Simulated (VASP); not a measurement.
# Cu2GeAuS4 (I-42m) in VASP: single point with PBE

Aim: the single point of Cu2GeAuS4 with PBE.

Program: VASP 6.6.1. These are calculated values, not measurements. Logs are shortened: lines on timing, memory, paths and dates and some standing lists are left out, and cuts for length are marked.

## 1. The cell of the first run

Symmetry: I-42m, No. 121, tetragonal system. Conventional cell: a = 5.341 Å, b = 5.341 Å, c = 10.261 Å, α = 90.00°, β = 90.00°, γ = 90.00°. S (site symmetry m) has 1 Ge at 2.22 Å and 2 Cu at 2.25 Å and 1 Au at 2.44 Å within 2.9 Å. Ge (site symmetry -42m) has 4 S at 2.22 Å within 2.9 Å. Au (site symmetry -42m) has 4 S at 2.44 Å within 3.2 Å. Cu (site symmetry -4) has 4 S at 2.25 Å within 3.0 Å.

## 2. Single point, PBE

File INCAR:

```
ALGO = Normal
EDIFF = 1E-6
ENCUT = 600
GGA = PE
GGA_COMPAT = False
ISIF = 2
ISMEAR = 0
LASPH = True
LCHARG = False
LREAL = False
LWAVE = False
NBANDS = 46
NELM = 120
PREC = Accurate
SIGMA = 0.0276
```

File KPOINTS:

```
k-points
0
Gamma
  7 7 7
```

File POSCAR:

```
Cu2GeAuS4
1.0
    0.0000000000      5.3409450000      0.0000000000
    5.3409450000      0.0000000000      0.0000000000
    2.6704730000      2.6704730000     -5.1305600000
S Ge Au Cu
4 1 1 2
Direct
    0.4000000000      0.4000000000      0.7358000000
    0.6000000000      0.1358000000      0.2642000000
    0.8642000000      0.8642000000      0.7358000000
    0.1358000000      0.6000000000      0.2642000000
    0.5000000000      0.5000000000      0.0000000000
    0.0000000000      0.0000000000      0.0000000000
    0.7500000000      0.2500000000      0.5000000000
    0.2500000000      0.7500000000      0.5000000000
```

Potentials or basis: VASP PAW PBE potentials, release 64 (S, Ge_d, Au, Cu).

On the command line:

```sh
$ cat potpaw_PBE.64/S/POTCAR potpaw_PBE.64/Ge_d/POTCAR potpaw_PBE.64/Au/POTCAR potpaw_PBE.64/Cu/POTCAR > POTCAR
$ mpirun -np 1 vasp_std > vasp.out
```

OUTCAR:

```text
EDIFF = 1E-6
   ENCUT = 600
   GGA = PE
   ISIF = 2
   ISMEAR = 0
   LASPH = True
   LREAL = False
   NELM = 120
   PREC = Accurate

 ion  position               nearest neighbor table
   1  0.400  0.400  0.736-   5 2.22   7 2.25   8 2.25   6 2.44
   2  0.600  0.136  0.264-   5 2.22   8 2.25   7 2.25   6 2.44
   3  0.864  0.864  0.736-   5 2.22   7 2.25   8 2.25   6 2.44
   4  0.136  0.600  0.264-   5 2.22   7 2.25   8 2.25   6 2.44
   5  0.500  0.500  0.000-   3 2.22   2 2.22   4 2.22   1 2.22
   6  0.000  0.000  0.000-   1 2.44   2 2.44   4 2.44   3 2.44
   7  0.750  0.250  0.500-   4 2.25   3 2.25   1 2.25   2 2.25
   8  0.250  0.750  0.500-   2 2.25   3 2.25   1 2.25   4 2.25

  LATTYP: Found a body centered tetragonal cell.
 ALAT       =     5.3409450000
 C/A-ratio  =     1.9212180616

  Lattice vectors:

 A1 = (  -2.6704730000,   2.6704720000,   5.1305600000)
 A2 = (   2.6704720000,  -2.6704730000,   5.1305600000)
 A3 = (   2.6704730000,   2.6704730000,  -5.1305600000)

Analysis of symmetry for initial positions (statically):
=====================================================================
 Subroutine PRICEL returns:
 Original cell was already a primitive cell.

 Routine SETGRP: Setting up the symmetry group for a
 body centered tetragonal supercell.

 Subroutine GETGRP returns: Found  8 space group operations
 (whereof  8 operations were pure point group operations)
 out of a pool of 16 trial point group operations.

The static configuration has the point symmetry D_2d.

Analysis of symmetry for dynamics (positions and initial velocities):
=====================================================================
 Subroutine PRICEL returns:
 Original cell was already a primitive cell.

 Routine SETGRP: Setting up the symmetry group for a
 body centered tetragonal supercell.

 Subroutine GETGRP returns: Found  8 space group operations
 (whereof  8 operations were pure point group operations)
 out of a pool of 16 trial point group operations.

The dynamic configuration has the point symmetry D_2d.

 Subroutine INISYM returns: Found  8 space group operations
 (whereof  8 operations are pure point group operations),
 and found     1 'primitive' translations

----------------------------------------------------------------------------------------

                                     Primitive cell

  volume of cell :     146.3528

  direct lattice vectors                    reciprocal lattice vectors
     0.000000000  5.340945000  0.000000000     0.000000000  0.187232784  0.097455267
     5.340945000  0.000000000  0.000000000     0.187232784  0.000000000  0.097455267
     2.670473000  2.670473000 -5.130560000     0.000000000  0.000000000 -0.194910497

  length of vectors
     5.340945000  5.340945000  6.370674847     0.211077342  0.211077342  0.194910497

  position of ions in fractional coordinates (direct lattice)
     0.400000000  0.400000000  0.735800000
     0.600000000  0.135800000  0.264200000
     0.864200000  0.864200000  0.735800000
     0.135800000  0.600000000  0.264200000
     0.500000000  0.500000000  0.000000000
     0.000000000  0.000000000  0.000000000
     0.750000000  0.250000000  0.500000000
     0.250000000  0.750000000  0.500000000

  ion indices of the primitive-cell ions
   primitive index   ion index
                 1           1
                 2           2
                 3           3
                 4           4
                 5           5
                 6           6
                 7           7
                 8           8

----------------------------------------------------------------------------------------

 KPOINTS: k-points

Automatic generation of k-mesh.
 Grid dimensions read from file:
 generate k-points for:    7    7    7

 Generating k-lattice:

  Cartesian coordinates                     Fractional coordinates (reciprocal lattice)
     0.000000000  0.026747541  0.013922181     0.142857143  0.000000000  0.000000000
     0.026747541  0.000000000  0.013922181     0.000000000  0.142857143  0.000000000
     0.000000000  0.000000000 -0.027844357     0.000000000  0.000000000  0.142857143

  Length of vectors
     0.030153906  0.030153906  0.027844357

  Shift w.r.t. Gamma in fractional coordinates (k-lattice)
     0.000000000  0.000000000  0.000000000

 Subroutine IBZKPT returns following result:
 ===========================================

 Found     40 irreducible k-points:

 Following reciprocal coordinates:
            Coordinates               Weight
  0.000000  0.000000  0.000000      1.000000
  0.142857  0.000000 -0.000000      8.000000
  0.285714  0.000000 -0.000000      8.000000
  0.428571  0.000000  0.000000      8.000000
  0.142857  0.142857 -0.000000      8.000000
  0.285714  0.142857 -0.000000     16.000000
[... 16 lines left out ...]
  0.285714  0.285714  0.142857      8.000000
  0.428571  0.285714  0.142857     16.000000
 [... further k-points ...]
   k-points           NKPTS =     40   k-points in BZ     NKDIM =     40   number of bands    NBANDS=     46
   number of dos      NEDOS =    301   number of ions     NIONS =      8
   total plane-waves  NPLWV = 124416
   dimension x,y,z NGX =    48 NGY =   48 NGZ =   54
   dimension x,y,z NGXF=    96 NGYF=   96 NGZF=  108
   ions per type =               4   1   1   2
   NGX,Y,Z   is equivalent  to a cutoff of  14.94, 14.94, 14.09 a.u.
   NGXF,Y,Z  is equivalent  to a cutoff of  29.88, 29.88, 28.18 a.u.
 SYSTEM =  unknown system
   PREC   = accura    normal or accurate (medium, high low for compatibility)
   ISTART =      0    job   : 0-new  1-cont  2-samecut
   ICHARG =      2    charge: 1-file 2-atom 10-const
   ISPIN  =      1    spin polarized calculation?
   LNONCOLLINEAR =      F non collinear calculations
   LSORBIT =      F    spin-orbit coupling
   LASPH  =      T    aspherical Exc in radial PAW
   ENCUT  =  600.0 eV  44.10 Ry    6.64 a.u.  10.67 10.67 12.72*2*pi/ulx,y,z
   NELM   =    120;   NELMIN=  2; NELMDL= -5     # of ELM steps
   EDIFF  = 0.1E-05   stopping-criterion for ELM
   LREAL  =      F    real-space projection
   EDIFFG = 0.1E-04   stopping-criterion for IOM
   NSW    =      0    number of steps for IOM
   IBRION =     -1    ionic relax: 0-MD 1-quasi-New 2-CG
   NFREE  =      0    steps in history (QN), initial steepest desc. (CG)
   ISIF   =      2    stress and relaxation
   ISYM   =      2    0-nonsym 1-usesym 2-fastsym
   POTIM  = 0.5000    time-step for ionic-motion
   TEBEG  =    0.0;   TEEND  =   0.0 temperature during run
   PSTRESS=    0.0 pullay stress
   NELECT =      71.0000    total number of electrons
   NUPDOWN=      -1.0000    fix difference up-down
   EMIN   =  10.00;   EMAX   =-10.00  energy-range for DOS
   EFERMI =   0.00;   METHOD = LEGACY
   ISMEAR =     0;   SIGMA  =   0.03  broadening in eV -4-tet -1-fermi 0-gaus
   EFERMI_NEDOS =   21; number of points for ismear=-14 and -15
   IALGO  =     38    algorithm
   IMIX   =      4    mixing-type and parameters
     AMIX     =   0.40;   BMIX     =  1.00
     AMIX_MAG =   1.60;   BMIX_MAG =  1.00
  volume/ion in A,a.u.               =      18.29       123.45
  Fermi-wavevector in a.u.,A,eV,Ry     =   1.286354  2.430857 22.513663  1.654708
  Thomas-Fermi vector in A             =   2.418434
   LORBIT       =      0    0 simple, 1 ext, 2 COOP (PROOUT), +10 PAW based schemes
   GGA     = PE    functional components
   LHFCALC =     F    Hartree Fock is set to
   AEXX    =    0.0000 exact exchange contribution
   IVDW    =     0    specifies the selected vdW correction
   LEPSILON=     F    determine dielectric tensor
   LRPA    =     F    only Hartree local field effects (RPA)
 non-spin polarized calculation
 Gauss-broadening in eV      SIGMA  =   0.03
  energy-cutoff  :      600.00
  volume of cell :      146.35
 maximum number of plane-waves:      4904
 NGX is ok and might be reduce to    48
   NGX = 21   NGY = 21   NGZ = 25

 number of electron      71.0000017 magnetization

 Free energy of the ion-electron system (eV)
  ---------------------------------------------------
  ext. energy  EPLUGINS =         0.00000000
  ---------------------------------------------------
  free energy    TOTEN  =       -33.27053711 eV

  energy without entropy =      -33.26921706  energy(sigma->0) =      -33.26987708

 E-fermi :   5.5117     XC(G=0): -10.3321

 val. band max:        5.5021865510   @ k =  -0.4286   0.4286   0.1429
 cond. band min:       5.5245064081   @ k =  -0.4286   0.0000   0.1429
 fundamental gap:      0.0223198571
 Fermi energy:         5.5116627421

 k-point     1 :       0.0000    0.0000    0.0000
  band No.  band energies     occupation
      1     -19.7422      2.00000
      2     -19.7422      2.00000
      3     -19.7420      2.00000
      4     -19.6941      2.00000
      5     -19.6825      2.00000
      6      -9.6068      2.00000
[... 38 lines left out ...]
     45      11.3302      0.00000
     46      12.7520      0.00000

 k-point     2 :       0.1429    0.0000   -0.0000
  band No.  band energies     occupation
      1     -19.7422      2.00000
      2     -19.7422      2.00000
      3     -19.7420      2.00000
      4     -19.6941      2.00000
      5     -19.6825      2.00000
      6      -9.5393      2.00000
[... 38 lines left out ...]
     45      11.4425      0.00000
     46      12.4001      0.00000

 k-point     3 :       0.2857    0.0000   -0.0000
  band No.  band energies     occupation
      1     -19.7422      2.00000
      2     -19.7422      2.00000
      3     -19.7421      2.00000
      4     -19.6941      2.00000
      5     -19.6824      2.00000
      6      -9.3580      2.00000
[... 38 lines left out ...]
     45      11.9392      0.00000
     46      12.2029      0.00000

 k-point     4 :       0.4286    0.0000    0.0000
  band No.  band energies     occupation
      1     -19.7423      2.00000
      2     -19.7422      2.00000
      3     -19.7421      2.00000
      4     -19.6940      2.00000
      5     -19.6824      2.00000
      6      -9.1561      2.00000
[... 920 lines left out ...]
     45      11.4930      0.00000
     46      11.7908      0.00000

 k-point    23 :       0.2857    0.2857    0.1429
  band No.  band energies     occupation
      1     -19.7423      2.00000
      2     -19.7422      2.00000
      3     -19.7421      2.00000
      4     -19.6940      2.00000
      5     -19.6824      2.00000
      6      -9.2073      2.00000
[... 38 lines left out ...]
     45      11.9420      0.00000
     46      12.3653      0.00000

 k-point    24 :       0.4286    0.2857    0.1429
  band No.  band energies     occupation
      1     -19.7423      2.00000
      2     -19.7422      2.00000
      3     -19.7422      2.00000
      4     -19.6940      2.00000
      5     -19.6824      2.00000
      6      -9.0594      2.00000
[... 38 lines left out ...]
     45      12.1748      0.00000
     46      12.3165      0.00000

 [... further k-points ...]
[... 5 lines left out ...]
  --------------------------------------------------------------------------------------
  -------------------------------------------------------------------------------------
  Total        6.4443767      6.4443767      5.9937158      0.0000000     -0.0000006     -0.0000006
  in kB       70.5489441     70.5489441     65.6153949      0.0000000     -0.0000064     -0.0000064
  external PRESSURE =      68.9044277 kB  Pullay stress =       0.0000000 kB

 VOLUME and BASIS-vectors are now :
 -----------------------------------------------------------------------------
  energy-cutoff  :      600.00
  volume of cell :      146.35
      direct lattice vectors                 reciprocal lattice vectors
     0.000000000  5.340945000  0.000000000     0.000000000  0.187232784  0.097455267
     5.340945000  0.000000000  0.000000000     0.187232784  0.000000000  0.097455267
     2.670473000  2.670473000 -5.130560000     0.000000000  0.000000000 -0.194910497

 POSITION                                       TOTAL-FORCE (eV/Angst)
 -----------------------------------------------------------------------------------
      4.10131      4.10131     -3.77507        -0.197167     -0.197167      0.121073
      1.43084      3.91011     -1.35549        -0.197167      0.197167     -0.121073
      6.58058      6.58058     -3.77507         0.197167      0.197167      0.121073
      3.91011      1.43084     -1.35549         0.197167     -0.197167     -0.121073
      2.67047      2.67047      0.00000        -0.000000      0.000000      0.000000
      0.00000      0.00000      0.00000         0.000000      0.000000      0.000000
      2.67047      5.34095     -2.56528        -0.000000      0.000000      0.000000
      5.34095      2.67047     -2.56528        -0.000000      0.000000      0.000000
 -----------------------------------------------------------------------------------
    total drift:                               -0.000027     -0.000027     -0.000001

  FREE ENERGIE OF THE ION-ELECTRON SYSTEM (eV)
  ---------------------------------------------------
  free  energy   TOTEN  =       -33.2705371119 eV

  energy  without entropy=      -33.2692170579  energy(sigma->0) =      -33.26987708
```

Run time: 14 min. Hardware: 1 thread of Intel Xeon 8259CL, shared host; peak memory 0.56 GiB.

Results:

| Item | Value |
| --- | --- |
| Free energy | -33.2705 eV |
| Pressure | 6.9 GPa |
| Largest force | 0.304 eV/Å |

Forces on the atoms (eV/Å):
```
S   -0.197 -0.197  0.121
S   -0.197  0.197 -0.121
S    0.197  0.197  0.121
S    0.197 -0.197 -0.121
Ge   0.000  0.000  0.000
Au   0.000  0.000  0.000
Cu   0.000  0.000  0.000
Cu   0.000  0.000  0.000
```

Caveat: spin-orbit coupling is left out, which moves the levels of the heavy elements.
